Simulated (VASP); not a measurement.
# Ga (I4/mmm) in VASP: further runs

Runs on Ga. Level: LDA. Tasks: electric field gradients.

Everything below comes from runs of VASP 6.6.1. Logs are shortened: lines on timing, memory, paths and dates and some standing lists are left out, and cuts for length are marked.

### Step 1. The cell of the first run

The structure is tetragonal, space group I4/mmm (No. 139). Conventional cell: a = 2.836 Å, b = 2.836 Å, c = 4.458 Å, α = 90.00°, β = 90.00°, γ = 90.00°. Ga (site symmetry 4/mmm) has 12 Ga at 2.84 to 3.00 Å within 3.7 Å.

### Step 2. Electric field gradients, LDA (equal xx and yy strain of +1 %)

Input file INCAR:

```
PREC = Accurate
ENCUT = 520
EDIFF = 1E-8
ISMEAR = -1
SIGMA = 0.05
LREAL = F
LASPH = T
NELM = 80
ALGO = Normal
ISIF = 2
LWAVE = F
LCHARG = F
LEFG = T
ISYM = 0
NBANDS = 12
```

Input file KPOINTS:

```
Automatic mesh
0
Gamma
  14 14 16
```

Input file POSCAR:

```
Ga
1.0
   -1.4180400000      1.4180400000      2.2290000000
    1.4180400000     -1.4180400000      2.2290000000
    1.4180400000      1.4180400000     -2.2290000000
Ga
1
Direct
    0.0000000000      0.0000000000      0.0000000000
```

Potentials or basis: VASP PAW LDA potentials, release 64 (Ga_d).

The run is started by

```console
cat potpaw_LDA.64/Ga_d/POTCAR > POTCAR
mpirun -np 1 vasp_std > vasp.out
```

OUTCAR:

```text
PREC = Accurate
   ENCUT = 520
   EDIFF = 1E-8
   ISMEAR = -1
   LREAL = F
   LASPH = T
   NELM = 80
   ISIF = 2
   ISYM = 0

 ion  position               nearest neighbor table
   1  0.000  0.000  0.000-

IMPORTANT INFORMATION: All symmetrisations will be switched off!
NOSYMM: (Re-)initialisation of all symmetry stuff for point group C_1.

----------------------------------------------------------------------------------------

                                     Primitive cell

  volume of cell :      17.9286

  direct lattice vectors                    reciprocal lattice vectors
    -1.418040000  1.418040000  2.229000000     0.000000000  0.352599363  0.224315837
     1.418040000 -1.418040000  2.229000000     0.352599363  0.000000000  0.224315837
     1.418040000  1.418040000 -2.229000000     0.352599363  0.352599363  0.000000000

  length of vectors
     2.998352195  2.998352195  2.998352195     0.417904182  0.417904182  0.498650801

  position of ions in fractional coordinates (direct lattice)
     0.000000000  0.000000000  0.000000000

  ion indices of the primitive-cell ions
   primitive index   ion index
                 1           1

----------------------------------------------------------------------------------------

 KPOINTS: Automatic mesh

Automatic generation of k-mesh.
 Grid dimensions read from file:
 generate k-points for:   14   14   16

 Generating k-lattice:

  Cartesian coordinates                     Fractional coordinates (reciprocal lattice)
     0.000000000  0.025185669  0.016022560     0.071428571  0.000000000 -0.000000000
     0.025185669  0.000000000  0.016022560     0.000000000  0.071428571 -0.000000000
     0.022037460  0.022037460  0.000000000     0.000000000  0.000000000  0.062500000

  Length of vectors
     0.029850299  0.029850299  0.031165675

  Shift w.r.t. Gamma in fractional coordinates (k-lattice)
     0.000000000  0.000000000  0.000000000

 -----------------------------------------------------------------------------
|                                                                             |
|           W    W    AA    RRRRR   N    N  II  N    N   GGGG   !!!           |
|           W    W   A  A   R    R  NN   N  II  NN   N  G    G  !!!           |
|           W    W  A    A  R    R  N N  N  II  N N  N  G       !!!           |
|           W WW W  AAAAAA  RRRRR   N  N N  II  N  N N  G  GGG   !            |
|           WW  WW  A    A  R   R   N   NN  II  N   NN  G    G                |
|           W    W  A    A  R    R  N    N  II  N    N   GGGG   !!!           |
|                                                                             |
|     Your reciprocal lattice and k-lattice belong to different lattice       |
|     classes:                                                                |
|                                                                             |
|        The reciprocal lattice is body-centered tetragonal,                  |
|        whereas your k-lattice is base-centered monoclinic.                  |
|                                                                             |
|     Results are often still useful ...                                      |
|                                                                             |
 -----------------------------------------------------------------------------

 WARNING: IBZKPT: internal override: KBLOWUP is changed to .FALSE.
      ... skipping the blow-up phase ...

 Subroutine IBZKPT returns following result:
 ===========================================

 Found   1572 irreducible k-points:

 Following reciprocal coordinates:
            Coordinates               Weight
  0.000000  0.000000  0.000000      1.000000
  0.071429  0.000000 -0.000000      2.000000
  0.142857  0.000000 -0.000000      2.000000
  0.214286  0.000000 -0.000000      2.000000
  0.285714  0.000000 -0.000000      2.000000
  0.357143  0.000000 -0.000000      2.000000
[... 16 lines left out ...]
  0.000000  0.142857 -0.000000      2.000000
  0.071429  0.142857 -0.000000      2.000000
 [... further k-points ...]
   k-points           NKPTS =   1572   k-points in BZ     NKDIM =   1572   number of bands    NBANDS=     12
   number of dos      NEDOS =    301   number of ions     NIONS =      1
   total plane-waves  NPLWV =  13824
   dimension x,y,z NGX =    24 NGY =   24 NGZ =   24
   dimension x,y,z NGXF=    48 NGYF=   48 NGZF=   48
   ions per type =               1
   NGX,Y,Z   is equivalent  to a cutoff of  13.31, 13.31, 13.31 a.u.
   NGXF,Y,Z  is equivalent  to a cutoff of  26.61, 26.61, 26.61 a.u.
 SYSTEM =  unknown system
   PREC   = accura    normal or accurate (medium, high low for compatibility)
   ISTART =      0    job   : 0-new  1-cont  2-samecut
   ICHARG =      2    charge: 1-file 2-atom 10-const
   ISPIN  =      1    spin polarized calculation?
   LNONCOLLINEAR =      F non collinear calculations
   LSORBIT =      F    spin-orbit coupling
   LASPH  =      T    aspherical Exc in radial PAW
   ENCUT  =  520.0 eV  38.22 Ry    6.18 a.u.   5.57  5.57  5.57*2*pi/ulx,y,z
   NELM   =     80;   NELMIN=  2; NELMDL= -5     # of ELM steps
   EDIFF  = 0.1E-07   stopping-criterion for ELM
   LREAL  =      F    real-space projection
   EDIFFG = 0.1E-06   stopping-criterion for IOM
   NSW    =      0    number of steps for IOM
   IBRION =     -1    ionic relax: 0-MD 1-quasi-New 2-CG
   NFREE  =      0    steps in history (QN), initial steepest desc. (CG)
   ISIF   =      2    stress and relaxation
   ISYM   =      0    0-nonsym 1-usesym 2-fastsym
   POTIM  = 0.5000    time-step for ionic-motion
   TEBEG  =    0.0;   TEEND  =   0.0 temperature during run
   PSTRESS=    0.0 pullay stress
   NELECT =      13.0000    total number of electrons
   NUPDOWN=      -1.0000    fix difference up-down
   EMIN   =  10.00;   EMAX   =-10.00  energy-range for DOS
   EFERMI =   0.00;   METHOD = LEGACY
   ISMEAR =    -1;   SIGMA  =   0.05  broadening in eV -4-tet -1-fermi 0-gaus
   EFERMI_NEDOS =   21; number of points for ismear=-14 and -15
   IALGO  =     38    algorithm
   IMIX   =      4    mixing-type and parameters
     AMIX     =   0.40;   BMIX     =  1.00
     AMIX_MAG =   1.60;   BMIX_MAG =  1.00
  volume/ion in A,a.u.               =      17.93       120.99
  Fermi-wavevector in a.u.,A,eV,Ry     =   1.470755  2.779324 29.431030  2.163120
  Thomas-Fermi vector in A             =   2.585973
   LORBIT       =      0    0 simple, 1 ext, 2 COOP (PROOUT), +10 PAW based schemes
   GGA     = CA    functional components
   LHFCALC =     F    Hartree Fock is set to
   AEXX    =    0.0000 exact exchange contribution
   IVDW    =     0    specifies the selected vdW correction
   LEPSILON=     F    determine dielectric tensor
   LRPA    =     F    only Hartree local field effects (RPA)
 non-spin polarized calculation
  energy-cutoff  :      520.00
  volume of cell :       17.93
 maximum number of plane-waves:       497
   NGX = 11   NGY = 11   NGZ = 11

 number of electron      12.9999994 magnetization

 Free energy of the ion-electron system (eV)
  ---------------------------------------------------
  ext. energy  EPLUGINS =         0.00000000
  ---------------------------------------------------
  free energy    TOTEN  =        -3.55788311 eV

  energy without entropy =       -3.55487167  energy(sigma->0) =       -3.55637739

 E-fermi :   5.7992     XC(G=0): -11.5906

 val. band max:        5.7907442717   @ k =  -0.4286  -0.0714   0.3750
 cond. band min:       5.8142121347   @ k =   0.2143   0.0714   0.2500
 fundamental gap:      0.0234678630
 Fermi energy:         5.7991983221

 k-point     1 :       0.0000    0.0000    0.0000
  band No.  band energies     occupation
      1      -9.3281      2.00000
      2      -9.2138      2.00000
      3      -9.2136      2.00000
      4      -9.1811      2.00000
      5      -9.0589      2.00000
      6      -5.6584      2.00000
      7      18.4167      0.00000
      8      18.4168      0.00000
      9      18.4440      0.00000
     10      22.1203      0.00000
     11      22.2118      0.00000
     12      22.7102      0.00000

 k-point     2 :       0.0714    0.0000   -0.0000
  band No.  band energies     occupation
      1      -9.3211      2.00000
      2      -9.2158      2.00000
      3      -9.2076      2.00000
      4      -9.1791      2.00000
      5      -9.0623      2.00000
      6      -5.5220      2.00000
      7      16.8189      0.00000
      8      18.0146      0.00000
      9      18.2495      0.00000
     10      21.1654      0.00000
     11      22.7061      0.00000
     12      23.1022      0.00000

 k-point     3 :       0.1429    0.0000   -0.0000
  band No.  band energies     occupation
      1      -9.3068      2.00000
      2      -9.2263      2.00000
      3      -9.1922      2.00000
      4      -9.1651      2.00000
      5      -9.0701      2.00000
      6      -5.1099      2.00000
      7      13.9326      0.00000
      8      17.1490      0.00000
      9      17.8973      0.00000
     10      20.7507      0.00000
     11      22.2582      0.00000
     12      24.0858      0.00000
[... 286 lines left out ...]
 k-point    23 :       0.0000    0.1429   -0.0000
  band No.  band energies     occupation
      1      -9.3068      2.00000
      2      -9.2263      2.00000
      3      -9.1922      2.00000
      4      -9.1651      2.00000
      5      -9.0701      2.00000
      6      -5.1099      2.00000
      7      13.9326      0.00000
      8      17.1490      0.00000
      9      17.8973      0.00000
     10      20.7507      0.00000
     11      22.2582      0.00000
     12      24.0858      0.00000

 k-point    24 :       0.0714    0.1429   -0.0000
  band No.  band energies     occupation
      1      -9.3053      2.00000
      2      -9.2209      2.00000
      3      -9.1916      2.00000
      4      -9.1596      2.00000
      5      -9.0680      2.00000
      6      -4.8124      2.00000
      7      13.1770      0.00000
      8      15.4951      0.00000
      9      17.7065      0.00000
     10      21.0059      0.00000
     11      21.6240      0.00000
     12      23.6966      0.00000

 [... further k-points ...]

------------------------ aborting loop because EDIFF is reached ----------------------------------------

  FORCE on cell =-STRESS in cart. coord.  units (eV):
  Direction    XX          YY          ZZ          XY          YZ          ZX
  --------------------------------------------------------------------------------------
  -------------------------------------------------------------------------------------
  Total       -0.3008786     -0.3008785     -0.2969064     -0.0112122      0.0119374      0.0119375
  in kB      -26.8877785    -26.8877695    -26.5327992     -1.0019686      1.0667765      1.0667828
  external PRESSURE =     -26.7694491 kB  Pullay stress =       0.0000000 kB

 VOLUME and BASIS-vectors are now :
 -----------------------------------------------------------------------------
  energy-cutoff  :      520.00
  volume of cell :       17.93
      direct lattice vectors                 reciprocal lattice vectors
    -1.418040000  1.418040000  2.229000000     0.000000000  0.352599363  0.224315837
     1.418040000 -1.418040000  2.229000000     0.352599363  0.000000000  0.224315837
     1.418040000  1.418040000 -2.229000000     0.352599363  0.352599363  0.000000000

 POSITION                                       TOTAL-FORCE (eV/Angst)
 -----------------------------------------------------------------------------------
      0.00000      0.00000      0.00000         0.000000      0.000000      0.000000
 -----------------------------------------------------------------------------------
    total drift:                                0.000000      0.000000      0.000000

  FREE ENERGIE OF THE ION-ELECTRON SYSTEM (eV)
  ---------------------------------------------------
  free  energy   TOTEN  =        -3.5578831093 eV

  energy  without entropy=       -3.5548716742  energy(sigma->0) =       -3.55637739

 Electric field gradients (V/A^2)
---------------------------------------------------------------------
 ion       V_xx      V_yy      V_zz      V_xy      V_xz      V_yz
---------------------------------------------------------------------
   1      -9.592    -9.592    19.184     0.156     0.496     0.496
---------------------------------------------------------------------

 Electric field gradients after diagonalization (V/A^2)
 (convention: |V_zz| > |V_xx| > |V_yy|)
----------------------------------------------------------------------
 ion       V_xx      V_yy      V_zz     asymmetry (V_yy - V_xx)/ V_zz
----------------------------------------------------------------------
   1      -9.747    -9.454    19.201       0.015
----------------------------------------------------------------------

           NMR quadrupolar parameters

 Cq : quadrupolar parameter    Cq=e*Q*V_zz/h
 eta: asymmetry parameters     (V_yy - V_xx)/ V_zz
 Q  : nuclear electric quadrupole moment in mb (millibarn)
----------------------------------------------------------------------
 ion       Cq(MHz)       eta       Q (mb)
----------------------------------------------------------------------
   1       0.046       0.015       1.000
----------------------------------------------------------------------
```

It took 1.9 min on 1 thread of Intel Xeon Platinum 8375C at 2.90GHz (Ice Lake), shared host; peak memory 0.41 GiB.

Results:

* Free energy: -3.5579 eV
* Pressure: -2.7 GPa
* Band gap on the k mesh: zero (an odd number of electrons rules out a gap without spin polarisation)
* Largest electric field gradient by atom: Ga +19.2 V/Å²

Stress tensor (GPa, compression positive):
```
-2.69 -0.10  0.11
-0.10 -2.69  0.11
 0.11  0.11 -2.65
```

Levels at points of the mesh, in eV from the Fermi level:
| k point | band 3 | band 4 | band 5 | band 6 | band 7 | band 8 | band 9 | band 10 |
| --- | --- | --- | --- | --- | --- | --- | --- | --- |
| (0.00, 0.00, 0.00) | -15.01 | -14.98 | -14.86 | -11.46 | 12.62 | 12.62 | 12.64 | 16.32 |
| (0.50, 0.00, 0.00) | -15.00 | -14.82 | -14.78 | -5.03 | -4.17 | 8.65 | 11.43 | 12.94 |
| (0.00, 0.50, 0.00) | -15.00 | -14.82 | -14.78 | -5.03 | -4.17 | 8.65 | 11.43 | 12.94 |
| (0.50, 0.50, 0.00) | -14.81 | -14.81 | -14.71 | -2.24 | -1.55 | 4.11 | 4.94 | 8.20 |
| (0.00, 0.00, 0.50) | -14.82 | -14.81 | -14.71 | -2.24 | -1.55 | 4.11 | 4.94 | 8.20 |
| (0.50, 0.00, 0.50) | -15.00 | -14.82 | -14.78 | -5.03 | -4.17 | 8.65 | 11.43 | 12.94 |
| (0.00, 0.50, 0.50) | -15.00 | -14.82 | -14.78 | -5.03 | -4.17 | 8.65 | 11.43 | 12.94 |
| (0.50, 0.50, 0.50) | -14.79 | -14.78 | -14.78 | -3.79 | -3.51 | 6.28 | 6.28 | 9.70 |

Electric field gradients, principal values (V/Å²):
| atom | least | middle | greatest (by size) |
| --- | --- | --- | --- |
| 1 Ga | -9.454 | -9.747 | 19.201 |

Caveat: the cell differs from its parent crystal (equal xx and yy strain of +1 %); without QUAD_EFG the Cq values of the log hold for a quadrupole moment of 1 mb, not for the nuclei.

(Continued in part 2 of 2.)
